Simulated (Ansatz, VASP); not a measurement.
**Ti in VASP and in Ansatz**

```
Ti
1.0
     0.00000    2.27871    1.61105
     2.27871    0.00000    1.61105
     2.27871    2.27871    0.00000
Ti
1
Cartesian
  0.0000 0.0000 0.0000
```

Alike in both runs: task single point; functional r2SCAN; k mesh 22 × 22 × 22; occupations gaussian, width 0.15 eV; no spin polarisation.

|  | VASP | Ansatz |
| --- | --- | --- |
| version | VASP 6.6.1 | Ansatz 0.2.0 |
| potentials or method | VASP PAW PBE potentials, release 64 (Ti_sv), cutoff 520 eV | scalar-relativistic, plane waves, PAW |
| valence electrons in the cell | 12 | 12 |

|  | VASP | Ansatz | Ansatz less VASP |
| --- | --- | --- | --- |
| gap on the k mesh at the Fermi level (eV) | none | none | - |
| pressure (GPa) | 3.7 | 3.3 | -0.44 |

VASP's potentials were made for PBE, not for r2SCAN. A gap of «none» marks a metal or a gap that the smearing closes.
